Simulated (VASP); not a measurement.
# AlN (Fm-3m) in VASP: notebook

The runs below take AlN through single point, with PBE.

All numbers are computed with VASP 6.6.1; they aren't measurements. Logs are shortened: lines on timing, memory, paths and dates and some standing lists are left out, and cuts for length are marked.

## 1. The cell of the first run

The structure is cubic, space group Fm-3m (No. 225). The conventional cell has a = 3.943 Å, b = 3.943 Å, c = 3.943 Å, α = 90.00°, β = 90.00°, γ = 90.00°. Within 2.6 Å of Al (site symmetry m-3m) lie 6 N at 1.97 Å. Within 2.6 Å of N (site symmetry m-3m) lie 6 Al at 1.97 Å.

## 2. Single point, PBE (volume scaled by 0.99)

INCAR reads:

```
SYSTEM = AlN
ALGO = Normal
EDIFF = 1E-6
ENCUT = 520
GGA = PE
ISIF = 2
ISMEAR = -1
LASPH = .TRUE.
LCHARG = .FALSE.
LREAL = .FALSE.
LWAVE = .FALSE.
NBANDS = 11
NELM = 60
PREC = Accurate
SIGMA = 0.02
```

KPOINTS reads:

```
k-points
0
G
  10 10 10
  0 0 0
```

POSCAR reads:

```
AlN
1.0
    0.0000000000      1.9713845660      1.9713845660
    1.9713845660      0.0000000000      1.9713845660
    1.9713845660      1.9713845660      0.0000000000
Al N
1 1
Direct
    0.0000000000      0.0000000000      0.0000000000
    0.5000000000      0.5000000000      0.5000000000
```

Potentials or basis: VASP PAW PBE potentials, release 64 (Al, N).

Launch:

```
$ cat potpaw_PBE.64/Al/POTCAR potpaw_PBE.64/N/POTCAR > POTCAR
$ mpirun -np 1 vasp_std > vasp.out
```

OUTCAR:

```text
SYSTEM = AlN
   EDIFF = 1E-6
   ENCUT = 520
   GGA = PE
   ISIF = 2
   ISMEAR = -1
   LASPH = .TRUE.
   LREAL = .FALSE.
   NELM = 60
   PREC = Accurate

 ion  position               nearest neighbor table
   1  0.000  0.000  0.000-   2 1.97   2 1.97   2 1.97   2 1.97   2 1.97   2 1.97
   2  0.500  0.500  0.500-   1 1.97   1 1.97   1 1.97   1 1.97   1 1.97   1 1.97

  LATTYP: Found a face centered cubic cell.
 ALAT       =     3.9427691320

  Lattice vectors:

 A1 = (   0.0000000000,   1.9713845660,   1.9713845660)
 A2 = (   1.9713845660,   0.0000000000,   1.9713845660)
 A3 = (   1.9713845660,   1.9713845660,   0.0000000000)

Analysis of symmetry for initial positions (statically):
=====================================================================
 Subroutine PRICEL returns:
 Original cell was already a primitive cell.

 Routine SETGRP: Setting up the symmetry group for a
 face centered cubic supercell.

 Subroutine GETGRP returns: Found 48 space group operations
[... 9 lines left out ...]

 Routine SETGRP: Setting up the symmetry group for a
 face centered cubic supercell.

 Subroutine GETGRP returns: Found 48 space group operations
[... 11 lines left out ...]
                                     Primitive cell

  volume of cell :      15.3230

  direct lattice vectors                    reciprocal lattice vectors
     0.000000000  1.971384566  1.971384566    -0.253628850  0.253628850  0.253628850
     1.971384566  0.000000000  1.971384566     0.253628850 -0.253628850  0.253628850
     1.971384566  1.971384566  0.000000000     0.253628850  0.253628850 -0.253628850

  length of vectors
     2.787958790  2.787958790  2.787958790     0.439298054  0.439298054  0.439298054

  position of ions in fractional coordinates (direct lattice)
     0.000000000  0.000000000  0.000000000
     0.500000000  0.500000000  0.500000000

  ion indices of the primitive-cell ions
   primitive index   ion index
                 1           1
                 2           2

----------------------------------------------------------------------------------------

 KPOINTS: k-points

Automatic generation of k-mesh.
 Grid dimensions read from file:
 generate k-points for:   10   10   10

 Generating k-lattice:

  Cartesian coordinates                     Fractional coordinates (reciprocal lattice)
    -0.025362885  0.025362885  0.025362885     0.100000000  0.000000000  0.000000000
     0.025362885 -0.025362885  0.025362885     0.000000000  0.100000000  0.000000000
     0.025362885  0.025362885 -0.025362885     0.000000000  0.000000000  0.100000000

  Length of vectors
     0.043929805  0.043929805  0.043929805

  Shift w.r.t. Gamma in fractional coordinates (k-lattice)
     0.000000000  0.000000000  0.000000000

 Subroutine IBZKPT returns following result:
 ===========================================

 Found     47 irreducible k-points:

 Following reciprocal coordinates:
            Coordinates               Weight
  0.000000  0.000000  0.000000      1.000000
  0.100000  0.000000  0.000000      8.000000
  0.200000  0.000000  0.000000      8.000000
  0.300000  0.000000  0.000000      8.000000
  0.400000  0.000000  0.000000      8.000000
  0.500000  0.000000  0.000000      4.000000
[... 16 lines left out ...]
  0.300000  0.300000  0.000000      6.000000
  0.400000  0.300000  0.000000     24.000000
 [... further k-points ...]
   k-points           NKPTS =     47   k-points in BZ     NKDIM =     47   number of bands    NBANDS=     11
   number of dos      NEDOS =    301   number of ions     NIONS =      2
   total plane-waves  NPLWV =  13824
   dimension x,y,z NGX =    24 NGY =   24 NGZ =   24
   dimension x,y,z NGXF=    48 NGYF=   48 NGZF=   48
   ions per type =               1   1
   NGX,Y,Z   is equivalent  to a cutoff of  14.31, 14.31, 14.31 a.u.
   NGXF,Y,Z  is equivalent  to a cutoff of  28.62, 28.62, 28.62 a.u.
 SYSTEM =  AlN
   PREC   = accura    normal or accurate (medium, high low for compatibility)
   ISTART =      0    job   : 0-new  1-cont  2-samecut
   ICHARG =      2    charge: 1-file 2-atom 10-const
   ISPIN  =      1    spin polarized calculation?
   LNONCOLLINEAR =      F non collinear calculations
   LSORBIT =      F    spin-orbit coupling
   LASPH  =      T    aspherical Exc in radial PAW
   ENCUT  =  520.0 eV  38.22 Ry    6.18 a.u.   5.18  5.18  5.18*2*pi/ulx,y,z
   NELM   =     60;   NELMIN=  2; NELMDL= -5     # of ELM steps
   EDIFF  = 0.1E-05   stopping-criterion for ELM
   LREAL  =      F    real-space projection
   EDIFFG = 0.1E-04   stopping-criterion for IOM
   NSW    =      0    number of steps for IOM
   IBRION =     -1    ionic relax: 0-MD 1-quasi-New 2-CG
   NFREE  =      0    steps in history (QN), initial steepest desc. (CG)
   ISIF   =      2    stress and relaxation
   ISYM   =      2    0-nonsym 1-usesym 2-fastsym
   POTIM  = 0.5000    time-step for ionic-motion
   TEBEG  =    0.0;   TEEND  =   0.0 temperature during run
   PSTRESS=    0.0 pullay stress
   NELECT =       8.0000    total number of electrons
   NUPDOWN=      -1.0000    fix difference up-down
   EMIN   =  10.00;   EMAX   =-10.00  energy-range for DOS
   EFERMI =   0.00;   METHOD = LEGACY
   ISMEAR =    -1;   SIGMA  =   0.02  broadening in eV -4-tet -1-fermi 0-gaus
   EFERMI_NEDOS =   21; number of points for ismear=-14 and -15
   IALGO  =     38    algorithm
   IMIX   =      4    mixing-type and parameters
     AMIX     =   0.40;   BMIX     =  1.00
     AMIX_MAG =   1.60;   BMIX_MAG =  1.00
  volume/ion in A,a.u.               =       7.66        51.70
  Fermi-wavevector in a.u.,A,eV,Ry     =   1.318227  2.491087 23.643142  1.737722
  Thomas-Fermi vector in A             =   2.448212
   LORBIT       =      0    0 simple, 1 ext, 2 COOP (PROOUT), +10 PAW based schemes
   GGA     = PE    functional components
   LHFCALC =     F    Hartree Fock is set to
   AEXX    =    0.0000 exact exchange contribution
   IVDW    =     0    specifies the selected vdW correction
   LEPSILON=     F    determine dielectric tensor
   LRPA    =     F    only Hartree local field effects (RPA)
 non-spin polarized calculation
  energy-cutoff  :      520.00
  volume of cell :       15.32
 maximum number of plane-waves:       424
 NGX is ok and might be reduce to    24
   NGX = 11   NGY = 11   NGZ = 11

 number of electron       8.0000000 magnetization

 Free energy of the ion-electron system (eV)
  ---------------------------------------------------
  ext. energy  EPLUGINS =         0.00000000
  ---------------------------------------------------
  free energy    TOTEN  =       -14.41845940 eV

  energy without entropy =      -14.41845940  energy(sigma->0) =      -14.41845940

 E-fermi :  11.4060     XC(G=0): -12.6437

 val. band max:       10.9742045406   @ k =   0.0000   0.0000   0.0000
 cond. band min:      16.1400014372   @ k =   0.5000   0.5000   0.0000
 fundamental gap:      5.1657968966
 Fermi energy:        11.4059598088

 k-point     1 :       0.0000    0.0000    0.0000
  band No.  band energies     occupation
      1      -7.2846      2.00000
      2      10.9742      2.00000
      3      10.9742      2.00000
      4      10.9742      2.00000
      5      17.7857      0.00000
      6      23.3824      0.00000
      7      23.3824      0.00000
      8      23.3824      0.00000
      9      28.7321      0.00000
     10      29.3260      0.00000
     11      29.3260      0.00000

 k-point     2 :       0.1000    0.0000    0.0000
  band No.  band energies     occupation
      1      -7.0643      2.00000
      2       9.9469      2.00000
      3      10.8343      2.00000
      4      10.8343      2.00000
      5      18.3587      0.00000
      6      22.4903      0.00000
      7      23.7218      0.00000
      8      23.7218      0.00000
      9      27.9499      0.00000
     10      27.9499      0.00000
     11      30.1749      0.00000

 k-point     3 :       0.2000    0.0000    0.0000
  band No.  band energies     occupation
      1      -6.4219      2.00000
      2       7.7098      2.00000
      3      10.4959      2.00000
      4      10.4959      2.00000
      5      18.7500      0.00000
      6      22.2535      0.00000
      7      24.0745      0.00000
      8      24.0745      0.00000
      9      27.2820      0.00000
     10      27.2820      0.00000
     11      29.7385      0.00000

 k-point     4 :       0.3000    0.0000    0.0000
  band No.  band energies     occupation
      1      -5.4309      2.00000
      2       5.2310      2.00000
      3      10.1227      2.00000
      4      10.1227      2.00000
      5      18.2282      0.00000
      6      23.4747      0.00000
      7      23.4747      0.00000
      8      23.5391      0.00000
      9      28.7567      0.00000
     10      28.7567      0.00000
     11      28.8241      0.00000

 k-point     5 :       0.4000    0.0000    0.0000
  band No.  band energies     occupation
      1      -4.3110      2.00000
      2       3.1159      2.00000
      3       9.8490      2.00000
      4       9.8490      2.00000
      5      17.7599      0.00000
      6      22.8350      0.00000
      7      22.8350      0.00000
      8      24.8779      0.00000
      9      28.1613      0.00000
     10      31.1036      0.00000
     11      31.1036      0.00000

 k-point     6 :       0.5000    0.0000    0.0000
  band No.  band energies     occupation
      1      -3.7140      2.00000
      2       2.1730      2.00000
      3       9.7500      2.00000
      4       9.7500      2.00000
      5      17.5985      0.00000
      6      22.6000      0.00000
      7      22.6000      0.00000
      8      25.4173      0.00000
      9      27.9468      0.00000
     10      32.5290      0.00000
     11      32.5290      0.00000

 k-point     7 :       0.1000    0.1000    0.0000
  band No.  band energies     occupation
      1      -6.9914      2.00000
      2      10.0475      2.00000
      3      10.5730      2.00000
      4      10.5730      2.00000
      5      18.6230      0.00000
      6      21.7419      0.00000
      7      24.1018      0.00000
      8      24.1018      0.00000
      9      26.2475      0.00000
     10      29.6665      0.00000
     11      31.1394      0.00000

 k-point     8 :       0.2000    0.1000    0.0000
  band No.  band energies     occupation
      1      -6.4910      2.00000
      2       8.3862      2.00000
      3      10.1619      2.00000
      4      10.2993      2.00000
      5      19.3182      0.00000
      6      20.9756      0.00000
      7      24.0352      0.00000
      8      24.7252      0.00000
      9      25.6026      0.00000
     10      29.1478      0.00000
     11      31.2879      0.00000
[... 141 lines left out ...]
 k-point    19 :       0.5000    0.2000    0.0000
  band No.  band energies     occupation
      1      -3.4815      2.00000
      2       3.2919      2.00000
      3       7.4893      2.00000
      4       9.0352      2.00000
      5      18.5717      0.00000
      6      21.2430      0.00000
      7      23.6309      0.00000
      8      24.6939      0.00000
      9      29.0946      0.00000
     10      33.1560      0.00000
     11      33.6196      0.00000

 k-point    20 :      -0.4000    0.2000    0.0000
  band No.  band energies     occupation
      1      -3.3078      2.00000
      2       3.0750      2.00000
      3       7.0387      2.00000
      4       9.2803      2.00000
      5      18.9935      0.00000
      6      21.2873      0.00000
      7      24.1952      0.00000
      8      24.2901      0.00000
      9      29.9232      0.00000
     10      31.3787      0.00000
     11      32.9739      0.00000

 k-point    21 :      -0.3000    0.2000    0.0000
  band No.  band energies     occupation
      1      -4.0851      2.00000
      2       4.2859      2.00000
      3       7.0307      2.00000
      4       9.7054      2.00000
      5      19.7680      0.00000
      6      21.5232      0.00000
      7      23.2750      0.00000
      8      24.0892      0.00000
      9      28.5467      0.00000
     10      31.1345      0.00000
     11      33.0222      0.00000

 k-point    22 :      -0.2000    0.2000    0.0000
  band No.  band energies     occupation
      1      -5.1106      2.00000
      2       5.8359      2.00000
      3       7.7858      2.00000
      4      10.1795      2.00000
      5      20.4236      0.00000
      6      21.3177      0.00000
      7      22.7226      0.00000
      8      24.3175      0.00000
      9      26.4056      0.00000
     10      30.9162      0.00000
     11      32.7769      0.00000

 k-point    23 :       0.3000    0.3000    0.0000
  band No.  band energies     occupation
      1      -4.8491      2.00000
      2       5.9419      2.00000
      3       8.7969      2.00000
      4       8.7969      2.00000
      5      17.6152      0.00000
      6      18.6859      0.00000
      7      23.6489      0.00000
      8      27.5375      0.00000
      9      27.5375      0.00000
     10      32.2317      0.00000
     11      36.2978      0.00000

 k-point    24 :       0.4000    0.3000    0.0000
  band No.  band energies     occupation
      1      -4.0167      2.00000
      2       4.8126      2.00000
      3       7.9641      2.00000
      4       8.5201      2.00000
      5      17.4316      0.00000
      6      18.3580      0.00000
      7      24.0785      0.00000
      8      27.5444      0.00000
      9      28.4091      0.00000
     10      33.6622      0.00000
     11      36.9452      0.00000

 [... further k-points ...]
[... 5 lines left out ...]
  --------------------------------------------------------------------------------------
  -------------------------------------------------------------------------------------
  Total        2.7533574      2.7533574      2.7533574      0.0000000      0.0000000     -0.0000000
  in kB      287.8916859    287.8916859    287.8916859      0.0000000      0.0000000     -0.0000000
  external PRESSURE =     287.8916859 kB  Pullay stress =       0.0000000 kB

 VOLUME and BASIS-vectors are now :
 -----------------------------------------------------------------------------
  energy-cutoff  :      520.00
  volume of cell :       15.32
      direct lattice vectors                 reciprocal lattice vectors
     0.000000000  1.971384566  1.971384566    -0.253628850  0.253628850  0.253628850
     1.971384566  0.000000000  1.971384566     0.253628850 -0.253628850  0.253628850
     1.971384566  1.971384566  0.000000000     0.253628850  0.253628850 -0.253628850

 POSITION                                       TOTAL-FORCE (eV/Angst)
 -----------------------------------------------------------------------------------
      0.00000      0.00000      0.00000         0.000000     -0.000000     -0.000000
      1.97138      1.97138      1.97138        -0.000000      0.000000      0.000000
 -----------------------------------------------------------------------------------
    total drift:                               -0.000000     -0.000000      0.000000

  FREE ENERGIE OF THE ION-ELECTRON SYSTEM (eV)
  ---------------------------------------------------
  free  energy   TOTEN  =       -14.4184593964 eV

  energy  without entropy=      -14.4184593964  energy(sigma->0) =      -14.41845940
```

Run time: 9.4 s. Hardware: 1 thread of AMD EPYC 9R45 (Zen 5), shared host; peak memory 0.1 GiB.

Results:

* Free energy: -14.4185 eV
* Pressure: 28.8 GPa
* Band gap on the k mesh: 5.17 eV, indirect (least direct gap 6.81 eV)

## 3. Single point, PBE (volume scaled by 1.01)

INCAR reads:

```
SYSTEM = AlN
  ALGO = Normal
  EDIFF = 1E-6
  ENCUT = 520
  GGA = PE
  ISIF = 2
  ISMEAR = -1
  LASPH = .True.
  LCHARG = .True.
  LELF = .True.
  LREAL = .False.
  LVHAR = .True.
  LWAVE = .False.
  NBANDS = 11
  NELM = 100
  PREC = Accurate
  SIGMA = 0.02
```

KPOINTS reads:

```
k-points
0
Gamma
  10 10 10
  0 0 0
```

POSCAR reads:

```
AlN
1.0
    0.0000000000      1.9845714768      1.9845714768
    1.9845714768      0.0000000000      1.9845714768
    1.9845714768      1.9845714768      0.0000000000
Al N
1 1
Direct
    0.0000000000      0.0000000000      0.0000000000
    0.5000000000      0.5000000000      0.5000000000
```

Potentials or basis: VASP PAW PBE potentials, release 64 (Al, N).

Launch:

```
$ cat potpaw_PBE.64/Al/POTCAR potpaw_PBE.64/N/POTCAR > POTCAR
$ mpirun -np 1 vasp_std > vasp.out
```

Wall time 10 s (1 thread of AMD EPYC 9R45 (Zen 5), shared host); peak memory 0.1 GiB.

The run converged. Its results:

- Free energy: -14.4675 eV
- Pressure: 21.8 GPa
- Band gap on the k mesh: 5.15 eV, indirect (least direct gap 6.50 eV)

Levels at points of the mesh, in eV from the valence-band top:
| k point | band 1 | band 2 | band 3 | band 4 | band 5 | band 6 | band 7 | band 8 | band 9 |
| --- | --- | --- | --- | --- | --- | --- | --- | --- | --- |
| (0.00, 0.00, 0.00) | -18.07 | 0.00 | 0.00 | 0.00 | 6.50 | 12.35 | 12.35 | 12.35 | 17.64 |
| (0.50, 0.00, 0.00) | -14.58 | -8.67 | -1.18 | -1.18 | 6.49 | 11.46 | 11.46 | 14.14 | 16.73 |
| (0.50, 0.50, 0.00) | -13.52 | -7.76 | -2.94 | -2.94 | 5.15 | 5.21 | 14.74 | 18.15 | 18.15 |

 A k mesh can miss the band edges.

## 4. Single point, PBE (volume scaled by 1.04)

INCAR reads:

```
SYSTEM = AlN
PREC = Accurate
ENCUT = 520
EDIFF = 1E-7
ISMEAR = -1
SIGMA = 0.02
LREAL = .False.
LASPH = .True.
NELM = 100
ALGO = Normal
ISIF = 2
LWAVE = .False.
LCHARG = .False.
GGA = PE
NBANDS = 11
```

KPOINTS reads:

```
regular mesh
0
Gamma
  10 10 10
  0 0 0
```

POSCAR reads:

```
AlN
1.0
    0.0000000000      2.0040293008      2.0040293008
    2.0040293008      0.0000000000      2.0040293008
    2.0040293008      2.0040293008      0.0000000000
Al N
1 1
Direct
    0.0000000000      0.0000000000      0.0000000000
    0.5000000000      0.5000000000      0.5000000000
```

Launch:

```
$ cat potpaw_PBE.64/Al/POTCAR potpaw_PBE.64/N/POTCAR > POTCAR
$ mpirun -np 1 vasp_std > vasp.out
```

Run time: 9.9 s. Hardware: 1 thread of AMD EPYC 9R45 (Zen 5), shared host; peak memory 0.1 GiB.

It converged, with:

* Free energy: -14.5173 eV
* Pressure: 12.5 GPa
* Band gap on the k mesh: 4.86 eV, indirect (least direct gap 6.06 eV)

Levels at points of the mesh, in eV from the valence-band top:
| k point | band 2 | band 3 | band 4 | band 5 | band 6 | band 7 |
| --- | --- | --- | --- | --- | --- | --- |
| (0.00, 0.00, 0.00) | 0.00 | 0.00 | 0.00 | 6.06 | 12.25 | 12.25 |
| (0.50, 0.00, 0.00) | -8.47 | -1.13 | -1.13 | 6.30 | 11.21 | 11.21 |
| (0.50, 0.50, 0.00) | -7.56 | -2.87 | -2.87 | 4.86 | 5.26 | 14.38 |

 A k mesh can miss the band edges.

(Part 1 of 2 ends here.)
